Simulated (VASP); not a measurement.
## SiMo3: relaxation of cell and atoms with PBEsol

The system is SiMo3.

```
Mo Si
1.0
     4.88900    0.00000    0.00000
     0.00000    4.88900    0.00000
     0.00000    0.00000    4.88900
Mo Si
6 2
Direct
  0.00000 0.50000 0.25000
  0.00000 0.50000 0.75000
  0.50000 0.25000 0.00000
  0.75000 0.00000 0.50000
  0.50000 0.75000 0.00000
  0.25000 0.00000 0.50000
  0.50000 0.50000 0.50000
  0.00000 0.00000 0.00000
```

```json
{"Program": "VASP 6.6.1", "Task": "relaxation of cell and atoms", "Functional": "PBEsol", "Potentials or basis": "VASP PAW PBE potentials, release 64 (Mo_sv, Si)", "Cutoff": "600 eV", "k mesh": "6 × 6 × 6", "Occupations": "fermi-dirac, width 0.05 eV", "Spin": "no spin polarisation", "Dipole correction": "no", "Further INCAR settings": "ALGO = Fast; EDIFF = 1e-06; IBRION = 2; EDIFFG = -0.01; NSW = 60; ISIF = 3"}
```

```json
{
 "Relaxed volume": "14.39 Å³/atom",
 "Relaxed cell": "a = 4.865 Å, b = 4.865 Å, c = 4.865 Å, α = 90.00°, β = 90.00°, γ = 90.00°",
 "Space group after relaxing (to 0.05 Å)": "Pm-3n (No. 223)",
 "Energy gained by relaxing": "2.6 meV/atom",
 "Ionic steps": "3",
 "Pressure after relaxing": "-0.1 GPa",
 "Band gap on the k mesh": "zero (band 46 reaches 14.16 eV, above the bottom of band 47 at 11.68 eV)"
}
```

Step by step:
| step | energy change (eV) | largest force (eV/Å) | pressure (GPa) | volume (Å³) |
| --- | --- | --- | --- | --- |
| 1 | 0.0000 | 0.0000 | -3.85 | 116.86 |
| 2 | 0.1089 | 0.0000 | 10.52 | 111.03 |
| 3 | -0.0212 | 0.0000 | -0.07 | 115.15 |

Final structure:
```cif
data_structure
_symmetry_space_group_name_H-M 'P 1'
_symmetry_Int_Tables_number 1
_cell_length_a 4.8650
_cell_length_b 4.8650
_cell_length_c 4.8650
_cell_angle_alpha 90.000
_cell_angle_beta 90.000
_cell_angle_gamma 90.000
_cell_volume 115.15
loop_
_atom_site_label
_atom_site_type_symbol
_atom_site_fract_x
_atom_site_fract_y
_atom_site_fract_z
_atom_site_occupancy
Mo1 Mo 0.00000 0.50000 0.25000 1
Mo2 Mo 0.00000 0.50000 0.75000 1
Mo3 Mo 0.50000 0.25000 0.00000 1
Mo4 Mo 0.75000 0.00000 0.50000 1
Mo5 Mo 0.50000 0.75000 0.00000 1
Mo6 Mo 0.25000 0.00000 0.50000 1
Si1 Si 0.50000 0.50000 0.50000 1
Si2 Si 0.00000 0.00000 0.00000 1
```

Levels at points of the mesh, in eV from the Fermi level:
```csv
k point,band 42,band 43,band 44,band 45,band 46,band 47,band 48,band 49,band 50,band 51
"(0.00, 0.00, 0.00)",-2.23,-1.61,-1.61,1.27,1.27,1.27,2.11,2.44,2.46,2.69
"(0.50, 0.00, 0.00)",-2.52,-1.74,-1.74,0.26,0.26,0.94,0.94,1.54,1.54,1.60
"(0.50, 0.50, 0.00)",-1.29,-1.16,-0.89,-0.89,-0.78,-0.73,-0.53,-0.10,0.26,0.84
"(0.50, 0.50, 0.50)",-1.82,-1.21,-1.21,-1.21,-1.21,-1.21,-1.21,1.29,1.29,1.29
```

It took 8.5 min on 1 thread of Intel(R) Xeon(R) Platinum 8259CL CPU @ 2.50GHz (Skylake/Cascade Lake), with other jobs on the host, peak memory 0.31 GiB.

Caveat: the PAW data sets were made with another functional, which shifts forces and pressure a little.
